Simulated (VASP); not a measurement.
A run of VASP 6.6.1 is set up as follows.

File INCAR:

```
SYSTEM = TePb
  PREC = Accurate
  ENCUT = 600
  EDIFF = 1E-8
  ISMEAR = 0
  SIGMA = 0.01
  LREAL = .FALSE.
  LASPH = .TRUE.
  NELM = 80
  ALGO = Normal
  ISIF = 3
  LWAVE = .FALSE.
  LCHARG = .FALSE.
  GGA = CA
  IBRION = 6
  NFREE = 2
  POTIM = 0.015
  NSW = 1
```

The input KPOINTS:

```
Automatic mesh
0
G
  6 6 6
  0 0 0
```

The input POSCAR:

```
TePb
1.0
    0.0000000000      3.0393846266      3.0393846266
    3.0393846266      0.0000000000      3.0393846266
    3.0393846266      3.0393846266      0.0000000000
Te Pb
1 1
Direct
    0.5000000000      0.5000000000      0.5000000000
    0.0000000000      0.0000000000      0.0000000000
```

Potentials or basis: VASP PAW LDA potentials, release 64 (Te, Pb_d).

Command:

```console
$ cat potpaw_LDA.64/Te/POTCAR potpaw_LDA.64/Pb_d/POTCAR > POTCAR
$ mpirun -np 1 vasp_std > vasp.out
```

(1) Predict the elastic constants C11, C12, C44.

(2) What does it give for the Voigt bulk modulus?

(3) Predict the highest phonon frequency at Γ, LO-TO splitting left out.

Answers

(1) 243, 3, 14 GPa.

(2) 83 GPa.

(3) 70 cm⁻¹.

Caveat: the cell is under stress, which shifts elastic constants.
